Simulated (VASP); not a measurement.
# In3Se (Pm-3m) in VASP: notebook, part 3 of 3

VASP 6.6.1. Earlier steps stand in the parts before.

## Step 5: Single point, r2SCAN+rVV10

This run uses another cell than the first one, of 26.00 Å³/atom.

The input, POSCAR:

```
In3Se
1.0
    4.7027621684      0.0000000000      0.0000000000
    0.0000000000      4.7027621684      0.0000000000
    0.0000000000      0.0000000000      4.7027621684
In Se
3 1
Direct
    0.0000000000      0.5000000000      0.5000000000
    0.5000000000      0.0000000000      0.5000000000
    0.5000000000      0.5000000000      0.0000000000
    0.0000000000      0.0000000000      0.0000000000
```

The input, INCAR.step1:

```
SYSTEM = In3Se
  PREC = Accurate
  ENCUT = 520
  ISMEAR = 0
  SIGMA = 0.1
  LREAL = .False.
  LASPH = .True.
  NELM = 60
  NBANDS = 30
  GGA = PE
  ALGO = Normal
  EDIFF = 1E-4
  LWAVE = .True.
  LCHARG = .False.
```

The input, INCAR.step2:

```
SYSTEM = In3Se
  PREC = Accurate
  ENCUT = 520
  EDIFF = 1E-6
  ISMEAR = 0
  SIGMA = 0.1
  LREAL = .False.
  LASPH = .True.
  NELM = 60
  ALGO = Normal
  ISIF = 2
  LWAVE = .False.
  LCHARG = .False.
  METAGGA = R2SCAN
  LMIXTAU = .True.
  LUSE_VDW = .True.
  IVDW_NL = 2
  BPARAM = 11.95
  CPARAM = 0.0093
  NBANDS = 30
  ISTART = 1
```

The input, KPOINTS:

```
Automatic mesh
0
Gamma
  10 10 10
  0 0 0
```

Started as:

```
$ cat potpaw_PBE.64/In_d/POTCAR potpaw_PBE.64/Se/POTCAR > POTCAR
$ cp INCAR.step1 INCAR
$ mpirun -np 1 vasp_std > vasp.out
$ cp INCAR.step2 INCAR
$ mpirun -np 1 vasp_std > vasp.out
```

Run time: 5.8 min. Hardware: 1 thread of Intel Xeon 6975P-C (Granite Rapids), shared host; peak memory 0.48 GiB.

The run converged. Its results:

* Free energy: -81.2975 eV
* Pressure: 0.2 GPa
* Band gap on the k mesh: zero (an odd number of electrons rules out a gap without spin polarisation)

Levels at points of the mesh, in eV from the Fermi level:
| k point | band 18 | band 19 | band 20 | band 21 | band 22 | band 23 | band 24 | band 25 | band 26 | band 27 |
| --- | --- | --- | --- | --- | --- | --- | --- | --- | --- | --- |
| (0.00, 0.00, 0.00) | -3.75 | -3.75 | -3.75 | -2.06 | -2.06 | 1.15 | 1.15 | 1.15 | 4.60 | 4.60 |
| (0.50, 0.00, 0.00) | -5.13 | -2.85 | -2.85 | -1.39 | -1.24 | -0.20 | -0.20 | 1.52 | 4.16 | 4.16 |
| (0.50, 0.50, 0.00) | -6.39 | -6.17 | -2.31 | -0.81 | -0.68 | -0.68 | 1.67 | 1.90 | 1.90 | 1.97 |
| (0.50, 0.50, 0.50) | -4.70 | -4.70 | -4.50 | -4.50 | -4.50 | -3.67 | 3.37 | 3.37 | 3.37 | 8.84 |

Caveat: the PAW data sets were made with another functional, which shifts forces and pressure a little; spin-orbit coupling is left out, which moves the levels of the heavy elements.

## Step 6: Single point, r2SCAN

This run uses another cell than the first one, of 26.68 Å³/atom.

The input, POSCAR:

```
In3Se
1.0
    4.7432691184      0.0000000000      0.0000000000
    0.0000000000      4.7432691184      0.0000000000
    0.0000000000      0.0000000000      4.7432691184
In Se
3 1
Direct
    0.0000000000      0.5000000000      0.5000000000
    0.5000000000      0.0000000000      0.5000000000
    0.5000000000      0.5000000000      0.0000000000
    0.0000000000      0.0000000000      0.0000000000
```

The input, INCAR.step1:

```
SYSTEM = In3Se
PREC = Accurate
ENCUT = 520
ISMEAR = 0
SIGMA = 0.1
LREAL = .False.
LASPH = .True.
NELM = 80
NBANDS = 30
GGA = PE
ALGO = Normal
EDIFF = 1E-4
LWAVE = .True.
LCHARG = .False.
```

The input, INCAR.step2:

```
SYSTEM = In3Se
PREC = Accurate
ENCUT = 520
EDIFF = 1E-7
ISMEAR = 0
SIGMA = 0.1
LREAL = .False.
LASPH = .True.
NELM = 80
ALGO = Normal
ISIF = 2
LWAVE = .False.
LCHARG = .True.
METAGGA = R2SCAN
LMIXTAU = .True.
LELF = .True.
LVHAR = .True.
NBANDS = 30
ISTART = 1
```

The input, KPOINTS:

```
regular mesh
0
Gamma
  10 10 10
  0 0 0
```

Potentials or basis: VASP PAW PBE potentials, release 64 (In_d, Se).

Started as:

```
$ cat potpaw_PBE.64/In_d/POTCAR potpaw_PBE.64/Se/POTCAR > POTCAR
$ cp INCAR.step1 INCAR
$ mpirun -np 1 vasp_std > vasp.out
$ cp INCAR.step2 INCAR
$ mpirun -np 1 vasp_std > vasp.out
```

OUTCAR:

```text
SYSTEM = In3Se
   PREC = Accurate
   ENCUT = 520
   EDIFF = 1E-7
   ISMEAR = 0
   LREAL = .False.
   LASPH = .True.
   NELM = 80
   ISIF = 2
   METAGGA = R2SCAN
   ISTART = 1

 ion  position               nearest neighbor table
   1  0.000  0.500  0.500-   2 3.35   3 3.35   4 3.35   3 3.35   4 3.35   2 3.35   4 3.35   4 3.35
                             2 3.35   3 3.35   3 3.35   2 3.35
   2  0.500  0.000  0.500-   1 3.35   3 3.35   4 3.35   3 3.35   4 3.35   1 3.35   3 3.35   3 3.35
                             1 3.35   4 3.35   4 3.35   1 3.35
   3  0.500  0.500  0.000-   1 3.35   2 3.35   4 3.35   1 3.35   2 3.35   2 3.35   4 3.35   2 3.35
                             1 3.35   4 3.35   1 3.35   4 3.35
   4  0.000  0.000  0.000-   1 3.35   2 3.35   3 3.35   1 3.35   2 3.35   1 3.35   3 3.35   1 3.35
                             2 3.35   3 3.35   2 3.35   3 3.35

  LATTYP: Found a simple cubic cell.
 ALAT       =     4.7432691184

  Lattice vectors:

 A1 = (   4.7432691184,   0.0000000000,   0.0000000000)
 A2 = (   0.0000000000,   4.7432691184,   0.0000000000)
 A3 = (   0.0000000000,   0.0000000000,   4.7432691184)

Analysis of symmetry for initial positions (statically):
=====================================================================
 Subroutine PRICEL returns:
 Original cell was already a primitive cell.

 Routine SETGRP: Setting up the symmetry group for a
 simple cubic supercell.

 Subroutine GETGRP returns: Found 48 space group operations
 (whereof 48 operations were pure point group operations)
 out of a pool of 48 trial point group operations.

The static configuration has the point symmetry O_h .

Analysis of symmetry for dynamics (positions and initial velocities):
=====================================================================
 Subroutine PRICEL returns:
 Original cell was already a primitive cell.

 Routine SETGRP: Setting up the symmetry group for a
 simple cubic supercell.

 Subroutine GETGRP returns: Found 48 space group operations
 (whereof 48 operations were pure point group operations)
 out of a pool of 48 trial point group operations.

The dynamic configuration has the point symmetry O_h .

 Subroutine INISYM returns: Found 48 space group operations
 (whereof 48 operations are pure point group operations),
 and found     1 'primitive' translations

----------------------------------------------------------------------------------------

                                     Primitive cell

  volume of cell :     106.7169

  direct lattice vectors                    reciprocal lattice vectors
     4.743269118  0.000000000  0.000000000     0.210825061  0.000000000  0.000000000
     0.000000000  4.743269118  0.000000000     0.000000000  0.210825061  0.000000000
     0.000000000  0.000000000  4.743269118     0.000000000  0.000000000  0.210825061

  length of vectors
     4.743269118  4.743269118  4.743269118     0.210825061  0.210825061  0.210825061

  position of ions in fractional coordinates (direct lattice)
     0.000000000  0.500000000  0.500000000
     0.500000000  0.000000000  0.500000000
     0.500000000  0.500000000  0.000000000
     0.000000000  0.000000000  0.000000000

  ion indices of the primitive-cell ions
   primitive index   ion index
                 1           1
                 2           2
                 3           3
                 4           4

----------------------------------------------------------------------------------------

 KPOINTS: regular mesh

Automatic generation of k-mesh.
 Grid dimensions read from file:
 generate k-points for:   10   10   10

 Generating k-lattice:

  Cartesian coordinates                     Fractional coordinates (reciprocal lattice)
     0.021082506  0.000000000  0.000000000     0.100000000  0.000000000  0.000000000
     0.000000000  0.021082506  0.000000000     0.000000000  0.100000000  0.000000000
     0.000000000  0.000000000  0.021082506     0.000000000  0.000000000  0.100000000

  Length of vectors
     0.021082506  0.021082506  0.021082506

  Shift w.r.t. Gamma in fractional coordinates (k-lattice)
     0.000000000  0.000000000  0.000000000

 Subroutine IBZKPT returns following result:
 ===========================================

 Found     56 irreducible k-points:

 Following reciprocal coordinates:
            Coordinates               Weight
  0.000000  0.000000  0.000000      1.000000
  0.100000  0.000000  0.000000      6.000000
  0.200000  0.000000  0.000000      6.000000
  0.300000  0.000000  0.000000      6.000000
  0.400000  0.000000  0.000000      6.000000
  0.500000  0.000000  0.000000      3.000000
[... 16 lines left out ...]
  0.200000  0.100000  0.100000     24.000000
  0.300000  0.100000  0.100000     24.000000
 [... further k-points ...]
   k-points           NKPTS =     56   k-points in BZ     NKDIM =     56   number of bands    NBANDS=     30
   number of dos      NEDOS =    301   number of ions     NIONS =      4
   total plane-waves  NPLWV =  46656
   dimension x,y,z NGX =    36 NGY =   36 NGZ =   36
   dimension x,y,z NGXF=    72 NGYF=   72 NGZF=   72
   ions per type =               3   1
   NGX,Y,Z   is equivalent  to a cutoff of  12.62, 12.62, 12.62 a.u.
   NGXF,Y,Z  is equivalent  to a cutoff of  25.24, 25.24, 25.24 a.u.
 SYSTEM =  In3Se
   PREC   = accura    normal or accurate (medium, high low for compatibility)
   ISTART =      1    job   : 0-new  1-cont  2-samecut
   ICHARG =      0    charge: 1-file 2-atom 10-const
   ISPIN  =      1    spin polarized calculation?
   LNONCOLLINEAR =      F non collinear calculations
   LSORBIT =      F    spin-orbit coupling
   LASPH  =      T    aspherical Exc in radial PAW
   ENCUT  =  520.0 eV  38.22 Ry    6.18 a.u.   8.82  8.82  8.82*2*pi/ulx,y,z
   NELM   =     80;   NELMIN=  2; NELMDL=  0     # of ELM steps
   EDIFF  = 0.1E-06   stopping-criterion for ELM
   LREAL  =      F    real-space projection
   EDIFFG = 0.1E-05   stopping-criterion for IOM
   NSW    =      0    number of steps for IOM
   IBRION =     -1    ionic relax: 0-MD 1-quasi-New 2-CG
   NFREE  =      0    steps in history (QN), initial steepest desc. (CG)
   ISIF   =      2    stress and relaxation
   ISYM   =      2    0-nonsym 1-usesym 2-fastsym
   POTIM  = 0.5000    time-step for ionic-motion
   TEBEG  =    0.0;   TEEND  =   0.0 temperature during run
   PSTRESS=    0.0 pullay stress
   NELECT =      45.0000    total number of electrons
   NUPDOWN=      -1.0000    fix difference up-down
   EMIN   =  10.00;   EMAX   =-10.00  energy-range for DOS
   EFERMI =   0.00;   METHOD = LEGACY
   ISMEAR =     0;   SIGMA  =   0.10  broadening in eV -4-tet -1-fermi 0-gaus
   EFERMI_NEDOS =   21; number of points for ismear=-14 and -15
   IALGO  =     38    algorithm
   IMIX   =      4    mixing-type and parameters
     AMIX     =   0.40;   BMIX     =  1.00
     AMIX_MAG =   1.60;   BMIX_MAG =  1.00
  volume/ion in A,a.u.               =      26.68       180.04
  Fermi-wavevector in a.u.,A,eV,Ry     =   1.227631  2.319887 20.505045  1.507078
  Thomas-Fermi vector in A             =   2.362587
   LORBIT       =      0    0 simple, 1 ext, 2 COOP (PROOUT), +10 PAW based schemes
   METAGGA = R2SCAN    functional components
   LHFCALC =     F    Hartree Fock is set to
   AEXX    =    0.0000 exact exchange contribution
   IVDW    =     0    specifies the selected vdW correction
   LEPSILON=     F    determine dielectric tensor
   LRPA    =     F    only Hartree local field effects (RPA)
 non-spin polarized calculation
 Gauss-broadening in eV      SIGMA  =   0.10
  energy-cutoff  :      520.00
  volume of cell :      106.72
 maximum number of plane-waves:      2899
 NGX is ok and might be reduce to    36
   NGX = 17   NGY = 17   NGZ = 17

 number of electron      45.0000046 magnetization

 Free energy of the ion-electron system (eV)
  ---------------------------------------------------
  ext. energy  EPLUGINS =         0.00000000
  ---------------------------------------------------
  free energy    TOTEN  =       -82.50431784 eV

  energy without entropy =      -82.49529680  energy(sigma->0) =      -82.49980732

 E-fermi :   6.3165     XC(G=0): -10.5265

 val. band max:        6.2513412643   @ k =   0.5000   0.1000   0.0000
 cond. band min:       6.3181691462   @ k =   0.5000   0.4000   0.0000
 fundamental gap:      0.0668278819
 Fermi energy:         6.3165050208

 k-point     1 :       0.0000    0.0000    0.0000
  band No.  band energies     occupation
      1      -9.1534      2.00000
      2      -9.1464      2.00000
      3      -9.1464      2.00000
      4      -9.1464      2.00000
      5      -9.0189      2.00000
      6      -9.0189      2.00000
[... 781 lines left out ...]
     29      11.5663      0.00000
     30      13.6222      0.00000

 [... further k-points ...]
[... 5 lines left out ...]
  --------------------------------------------------------------------------------------
  -------------------------------------------------------------------------------------
  Total       -0.0003046     -0.0003046     -0.0003046      0.0000000      0.0000000     -0.0000000
  in kB       -0.0045735     -0.0045735     -0.0045735      0.0000000      0.0000000     -0.0000000
  external PRESSURE =      -0.0045735 kB  Pullay stress =       0.0000000 kB

 VOLUME and BASIS-vectors are now :
 -----------------------------------------------------------------------------
  energy-cutoff  :      520.00
  volume of cell :      106.72
      direct lattice vectors                 reciprocal lattice vectors
     4.743269118  0.000000000  0.000000000     0.210825061  0.000000000  0.000000000
     0.000000000  4.743269118  0.000000000     0.000000000  0.210825061  0.000000000
     0.000000000  0.000000000  4.743269118     0.000000000  0.000000000  0.210825061

 POSITION                                       TOTAL-FORCE (eV/Angst)
 -----------------------------------------------------------------------------------
      0.00000      2.37163      2.37163         0.000000      0.000000      0.000000
      2.37163      0.00000      2.37163         0.000000      0.000000      0.000000
      2.37163      2.37163      0.00000         0.000000      0.000000      0.000000
      0.00000      0.00000      0.00000         0.000000      0.000000      0.000000
 -----------------------------------------------------------------------------------
    total drift:                                0.000000      0.000000      0.000000

  FREE ENERGIE OF THE ION-ELECTRON SYSTEM (eV)
  ---------------------------------------------------
  free  energy   TOTEN  =       -82.5043178379 eV

  energy  without entropy=      -82.4952968012  energy(sigma->0) =      -82.49980732
```

It took 5.9 min on 1 thread of Intel Xeon 6975P-C (Granite Rapids), shared host; peak memory 0.31 GiB.

What came out:

```yaml
Free_energy: -82.5043 eV
Pressure: 0.0 GPa
Band_gap_on_the_k_mesh: zero (an odd number of electrons rules out a gap without spin polarisation)
```

Levels at points of the mesh, in eV from the Fermi level:
```tsv
k point	band 20	band 21	band 22	band 23	band 24	band 25
(0.00, 0.00, 0.00)	-3.63	-2.12	-2.12	1.13	1.13	1.13
(0.50, 0.00, 0.00)	-2.76	-1.51	-1.23	-0.15	-0.15	1.57
(0.50, 0.50, 0.00)	-2.25	-0.76	-0.73	-0.73	1.59	1.92
(0.50, 0.50, 0.50)	-4.49	-4.49	-4.49	-3.56	3.27	3.27
```

Caveat: the PAW data sets were made with another functional, which shifts forces and pressure a little; spin-orbit coupling is left out, which moves the levels of the heavy elements.

## Step 7: Overview

```csv
level,cell,gap on the mesh (eV),pressure (GPa)
PBE+D3(BJ),"a = 4.710 Å, 4 atoms",none,-0.2
PBE,"a = 4.790 Å, 4 atoms",none,-0.1
PBE+D3(BJ),"a = 4.804 Å, 4 atoms",none,-2.2
r2SCAN+rVV10,"a = 4.703 Å, 4 atoms",none,0.2
r2SCAN,"a = 4.743 Å, 4 atoms",none,0.0
```

Alike in all rows: task single point; potentials or basis VASP PAW PBE potentials, release 64 (In_d, Se); no spin polarisation; k mesh 10 × 10 × 10; cutoff (eV) 520; smearing gaussian 0.1 eV.

Caveats: spin-orbit coupling is left out, which moves the levels of the heavy elements; three body term missing (at least some runs); the PAW data sets were made with another functional, which shifts forces and pressure a little (at least some runs).

Total energies depend on the potentials used, so only differences within one code and one set of settings carry meaning.
